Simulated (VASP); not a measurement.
# Ga3As3N2 in VASP: single point with PBE+D3(BJ)

Aim: the single point of Ga3As3N2 with PBE+D3(BJ).

Program: VASP 6.6.1. These are calculated values, not measurements. Logs are shortened: lines on timing, memory, paths and dates and some standing lists are left out, and cuts for length are marked.

## 1. The cell of the first run

The cell holds a slab with vacuum, 8 atoms: a = 4.014 Å, b = 5.676 Å, c = 22.885 Å, α = 90.00°, β = 90.00°, γ = 90.00°.

## 2. Single point, PBE+D3(BJ)

The input, INCAR:

```
SYSTEM = Ga3As3N2
PREC     = Accurate       ! precision mode
ENCUT    = 520            ! plane-wave cutoff, eV
EDIFF    = 1E-6           ! SCF threshold, eV
ISMEAR   = 0              ! smearing method
SIGMA    = 0.05           ! smearing width, eV
LREAL    = .FALSE.        ! projectors in reciprocal space
LASPH    = .TRUE.         ! aspherical terms in the spheres
NELM     = 120            ! most SCF steps
ALGO     = Normal         ! electronic algorithm
ISIF     = 2              ! what is computed and relaxed
LWAVE    = .FALSE.        ! write WAVECAR
LCHARG   = .FALSE.        ! write CHGCAR
LDIPOL   = .TRUE.       
IDIPOL   = 3            
DIPOL    = 0.5 0.5 0.331
GGA      = PE             ! functional
IVDW     = 12             ! dispersion correction
NBANDS   = 57             ! bands
GGA_COMPAT= .FALSE.      
NELMDL   = -8
```

The input, KPOINTS:

```
regular mesh
0
G
  7 5 1
  0 0 0
```

The input, POSCAR:

```
Ga3As3N2
1.0
    4.0137031116      0.0000000000      0.0000000000
    0.0000000000      5.6762333758      0.0000000000
    0.0000000000      0.0000000000     22.8852699092
Ga As N
3 3 2
Direct
    0.5000000000      0.5000000000      0.1747849169
    0.0000000000      0.0653835254      0.2732733389
    0.5000000000      0.4894639615      0.3292030243
    0.0000000000      0.2500000000      0.1747849169
    0.5000000000      0.8102208702      0.2554204538
    0.0000000000      0.2887573197      0.3664046761
    0.2500000000      0.2887573197      0.5149718555
    0.2500000000      0.2887573197      0.5630377077
```

Potentials or basis: VASP PAW PBE potentials, release 64 (Ga_d, As_d, N).

Launch:

```sh
cat potpaw_PBE.64/Ga_d/POTCAR potpaw_PBE.64/As_d/POTCAR potpaw_PBE.64/N/POTCAR > POTCAR
mpirun -np 1 vasp_std > vasp.out
```

OUTCAR:

```text
SYSTEM = Ga3As3N2
   PREC = Accurate
   ENCUT = 520
   EDIFF = 1E-6
   ISMEAR = 0
   LREAL = .FALSE.
   LASPH = .TRUE.
   NELM = 120
   ISIF = 2
   GGA = PE
   IVDW = 12
   NELMDL = -8
 IVDW          = 12

 ion  position               nearest neighbor table
   1  0.500  0.500  0.175-   4 2.46   4 2.46   5 2.55
   2  0.000  0.065  0.273-   6 2.48   4 2.49   5 2.51   5 2.51
   3  0.500  0.489  0.329-   6 2.46   6 2.46   5 2.48
   4  0.000  0.250  0.175-   1 2.46   1 2.46   2 2.49
   5  0.500  0.810  0.255-   3 2.48   2 2.51   2 2.51   1 2.55
   6  0.000  0.289  0.366-   3 2.46   3 2.46   2 2.48
   7  0.250  0.289  0.515-   8 1.10
   8  0.250  0.289  0.563-   7 1.10

  LATTYP: Found a simple orthorhombic cell.
 ALAT       =     4.0137031116
 B/A-ratio  =     1.4142135624
 C/A-ratio  =     5.7017844302

  Lattice vectors:

 A1 = (   4.0137031116,   0.0000000000,   0.0000000000)
 A2 = (   0.0000000000,   5.6762333758,   0.0000000000)
 A3 = (   0.0000000000,   0.0000000000,  22.8852699092)

Analysis of symmetry for initial positions (statically):
=====================================================================
 Subroutine PRICEL returns:
 Original cell was already a primitive cell.

 Routine SETGRP: Setting up the symmetry group for a
 simple orthorhombic supercell.

 Subroutine GETGRP returns: Found  1 space group operations
 (whereof  1 operations were pure point group operations)
 out of a pool of  8 trial point group operations.

The static configuration has the point symmetry C_1 .

Analysis of symmetry for dynamics (positions and initial velocities):
=====================================================================
 Subroutine PRICEL returns:
 Original cell was already a primitive cell.

 Routine SETGRP: Setting up the symmetry group for a
 simple orthorhombic supercell.

 Subroutine GETGRP returns: Found  1 space group operations
 (whereof  1 operations were pure point group operations)
 out of a pool of  8 trial point group operations.

The dynamic configuration has the point symmetry C_1 .

 Subroutine INISYM returns: Found  1 space group operations
 (whereof  1 operations are pure point group operations),
 and found     1 'primitive' translations

----------------------------------------------------------------------------------------

                                     Primitive cell

  volume of cell :     521.3886

  direct lattice vectors                    reciprocal lattice vectors
     4.013703112  0.000000000  0.000000000     0.249146479  0.000000000  0.000000000
     0.000000000  5.676233376  0.000000000     0.000000000  0.176173165  0.000000000
     0.000000000  0.000000000 22.885269909     0.000000000  0.000000000  0.043696229

  length of vectors
     4.013703112  5.676233376 22.885269909     0.249146479  0.176173165  0.043696229

  position of ions in fractional coordinates (direct lattice)
     0.500000000  0.500000000  0.174784917
     0.000000000  0.065383525  0.273273339
     0.500000000  0.489463962  0.329203024
     0.000000000  0.250000000  0.174784917
     0.500000000  0.810220870  0.255420454
     0.000000000  0.288757320  0.366404676
     0.250000000  0.288757320  0.514971856
     0.250000000  0.288757320  0.563037708

  ion indices of the primitive-cell ions
   primitive index   ion index
                 1           1
                 2           2
                 3           3
                 4           4
                 5           5
                 6           6
                 7           7
                 8           8

----------------------------------------------------------------------------------------

 KPOINTS: regular mesh

Automatic generation of k-mesh.
 Grid dimensions read from file:
 generate k-points for:    7    5    1

 Generating k-lattice:

  Cartesian coordinates                     Fractional coordinates (reciprocal lattice)
     0.035592354  0.000000000  0.000000000     0.142857143  0.000000000  0.000000000
     0.000000000  0.035234633  0.000000000     0.000000000  0.200000000  0.000000000
     0.000000000  0.000000000  0.043696229     0.000000000  0.000000000  1.000000000

  Length of vectors
     0.035592354  0.035234633  0.043696229

  Shift w.r.t. Gamma in fractional coordinates (k-lattice)
     0.000000000  0.000000000  0.000000000

 Subroutine IBZKPT returns following result:
 ===========================================

 Found     18 irreducible k-points:

 Following reciprocal coordinates:
            Coordinates               Weight
  0.000000  0.000000  0.000000      1.000000
  0.142857  0.000000  0.000000      2.000000
  0.285714  0.000000  0.000000      2.000000
  0.428571  0.000000  0.000000      2.000000
  0.000000  0.200000  0.000000      2.000000
  0.142857  0.200000  0.000000      2.000000
[... 10 lines left out ...]
  0.428571  0.400000  0.000000      2.000000
  0.428571 -0.400000  0.000000      2.000000
   k-points           NKPTS =     18   k-points in BZ     NKDIM =     18   number of bands    NBANDS=     57
   number of dos      NEDOS =    301   number of ions     NIONS =      8
   total plane-waves  NPLWV = 226800
   dimension x,y,z NGX =    30 NGY =   42 NGZ =  180
   dimension x,y,z NGXF=    60 NGYF=   84 NGZF=  360
   ions per type =               3   3   2
   NGX,Y,Z   is equivalent  to a cutoff of  12.43, 12.30, 13.08 a.u.
   NGXF,Y,Z  is equivalent  to a cutoff of  24.85, 24.60, 26.15 a.u.
 SYSTEM =  Ga3As3N2
   PREC   = accura    normal or accurate (medium, high low for compatibility)
   ISTART =      0    job   : 0-new  1-cont  2-samecut
   ICHARG =      2    charge: 1-file 2-atom 10-const
   ISPIN  =      1    spin polarized calculation?
   LNONCOLLINEAR =      F non collinear calculations
   LSORBIT =      F    spin-orbit coupling
   LASPH  =      T    aspherical Exc in radial PAW
   ENCUT  =  520.0 eV  38.22 Ry    6.18 a.u.   7.46 10.55 42.55*2*pi/ulx,y,z
   NELM   =    120;   NELMIN=  2; NELMDL= -8     # of ELM steps
   EDIFF  = 0.1E-05   stopping-criterion for ELM
   LREAL  =      F    real-space projection
   EDIFFG = 0.1E-04   stopping-criterion for IOM
   NSW    =      0    number of steps for IOM
   IBRION =     -1    ionic relax: 0-MD 1-quasi-New 2-CG
   NFREE  =      0    steps in history (QN), initial steepest desc. (CG)
   ISIF   =      2    stress and relaxation
   ISYM   =      2    0-nonsym 1-usesym 2-fastsym
   POTIM  = 0.5000    time-step for ionic-motion
   TEBEG  =    0.0;   TEEND  =   0.0 temperature during run
   PSTRESS=    0.0 pullay stress
   NELECT =      94.0000    total number of electrons
   NUPDOWN=      -1.0000    fix difference up-down
   EMIN   =  10.00;   EMAX   =-10.00  energy-range for DOS
   EFERMI =   0.00;   METHOD = LEGACY
   ISMEAR =     0;   SIGMA  =   0.05  broadening in eV -4-tet -1-fermi 0-gaus
   EFERMI_NEDOS =   21; number of points for ismear=-14 and -15
   IALGO  =     38    algorithm
   IMIX   =      4    mixing-type and parameters
     AMIX     =   0.40;   BMIX     =  1.00
     AMIX_MAG =   1.60;   BMIX_MAG =  1.00
  volume/ion in A,a.u.               =      65.17       439.81
  Fermi-wavevector in a.u.,A,eV,Ry     =   0.924834  1.747682 11.637297  0.855317
  Thomas-Fermi vector in A             =   2.050622
   LORBIT       =      0    0 simple, 1 ext, 2 COOP (PROOUT), +10 PAW based schemes
   GGA     = PE    functional components
   LHFCALC =     F    Hartree Fock is set to
   AEXX    =    0.0000 exact exchange contribution
   IVDW    =    12    specifies the selected vdW correction
   LEPSILON=     F    determine dielectric tensor
   LRPA    =     F    only Hartree local field effects (RPA)
 non-spin polarized calculation
 Gauss-broadening in eV      SIGMA  =   0.05
  energy-cutoff  :      520.00
  volume of cell :      521.39
 maximum number of plane-waves:     14091
 NGX is ok and might be reduce to    30
   NGX = 15   NGY = 21   NGZ = 85

 dipolmoment           0.000000      0.000000     -0.002358 electrons x Angstroem

 number of electron      93.9999953 magnetization

 dipolmoment           0.000000      0.000000      0.026440 electrons x Angstroem

 Free energy of the ion-electron system (eV)
  ---------------------------------------------------
  ext. energy  EPLUGINS =         0.00000000
  ---------------------------------------------------
  free energy    TOTEN  =       -39.41444141 eV

  energy without entropy =      -39.41444141  energy(sigma->0) =      -39.41444141

 E-fermi :  -2.1796     XC(G=0):  -3.9452

 val. band max:       -2.3798698179   @ k =   0.0000   0.0000   0.0000
 cond. band min:      -1.9758333106   @ k =   0.4286   0.0000   0.0000
 fundamental gap:      0.4040365073
 Fermi energy:        -2.1795845451

 k-point     1 :       0.0000    0.0000    0.0000
  band No.  band energies     occupation
      1     -37.6103      2.00000
      2     -37.5989      2.00000
      3     -37.5941      2.00000
      4     -37.5804      2.00000
      5     -37.5789      2.00000
      6     -37.1871      2.00000
[... 49 lines left out ...]
     56       1.9373      0.00000
     57       2.1736      0.00000

 k-point     2 :       0.1429    0.0000    0.0000
  band No.  band energies     occupation
      1     -37.6102      2.00000
      2     -37.5989      2.00000
      3     -37.5942      2.00000
      4     -37.5801      2.00000
      5     -37.5790      2.00000
      6     -37.1868      2.00000
[... 49 lines left out ...]
     56       1.7807      0.00000
     57       2.1143      0.00000
[... 898 lines left out ...]
     56       2.6215      0.00000
     57       2.9814      0.00000

 k-point    18 :       0.4286   -0.4000    0.0000
  band No.  band energies     occupation
      1     -37.6101      2.00000
      2     -37.5988      2.00000
      3     -37.5945      2.00000
      4     -37.5793      2.00000
      5     -37.5792      2.00000
      6     -37.1860      2.00000
[... 49 lines left out ...]
     56       2.6277      0.00000
     57       2.9654      0.00000

------------------------ aborting loop because EDIFF is reached ----------------------------------------

 vacuum level on the upper side and lower side of the slab       (xc-potential included)        -0.034        -0.232

 Edisp (eV)   -1.25998

 E8    (eV) :    -0.5721

  FORCE on cell =-STRESS in cart. coord.  units (eV):
  Direction    XX          YY          ZZ          XY          YZ          ZX
  --------------------------------------------------------------------------------------
  -------------------------------------------------------------------------------------
  Total      -2.17932    -2.75147     2.55891     0.01136    -0.01376     0.12083
  in kB      -6.69684    -8.45500     7.86328     0.03492    -0.04228     0.37128
  external pressure =       -2.43 kB  Pullay stress =        0.00 kB

 VOLUME and BASIS-vectors are now :
 -----------------------------------------------------------------------------
  energy-cutoff  :      520.00
  volume of cell :      521.39
      direct lattice vectors                 reciprocal lattice vectors
     4.013703112  0.000000000  0.000000000     0.249146479  0.000000000  0.000000000
     0.000000000  5.676233376  0.000000000     0.000000000  0.176173165  0.000000000
     0.000000000  0.000000000 22.885269909     0.000000000  0.000000000  0.043696229

 POSITION                                       TOTAL-FORCE (eV/Angst)
 -----------------------------------------------------------------------------------
      2.00685      2.83812      4.00000        -0.000437     -0.327481      1.035039
      0.00000      0.37113      6.25393        -0.006684      0.008766      0.007602
      2.00685      2.77831      7.53390         0.008291     -0.013761     -0.004607
      0.00000      1.41906      4.00000         0.001578      0.328598     -1.063351
      2.00685      4.59900      5.84537        -0.002785      0.007230     -0.004991
      0.00000      1.63905      8.38527        -0.039635     -0.010843     -0.021574
      1.00343      1.63905     11.78527         0.060933      0.015444     -2.090919
      1.00343      1.63905     12.88527        -0.021261     -0.007952      2.142801
 -----------------------------------------------------------------------------------
    total drift:                               -0.000027      0.002857     -0.002269

  FREE ENERGIE OF THE ION-ELECTRON SYSTEM (eV)
  ---------------------------------------------------
  free  energy   TOTEN  =       -40.6744237436 eV

  energy  without entropy=      -40.6744237434  energy(sigma->0) =      -40.67442374

 vacuum level on the upper side and lower side of the slab         2.380         2.173
```

Wall time 23 min (1 thread of Intel Xeon Platinum 8259CL at 2.50GHz (Skylake/Cascade Lake), shared host); peak memory 0.8 GiB.

What came out:

```
Free energy                : -40.6744 eV
Largest force              : 2.143 eV/Å
Band gap on the k mesh     : 0.40 eV (least direct gap 0.75 eV)
Dispersion energy per atom : -0.157 eV
```

Forces in eV/Å, atoms in the order of the input:
```
Ga   0.000 -0.327  1.035
Ga  -0.007  0.009  0.008
Ga   0.008 -0.014 -0.005
As   0.002  0.329 -1.063
As  -0.003  0.007 -0.005
As  -0.040 -0.011 -0.022
N    0.061  0.015 -2.091
N   -0.021 -0.008  2.143
```

Caveat: the standard files for N, O and F lose accuracy on very short bonds.
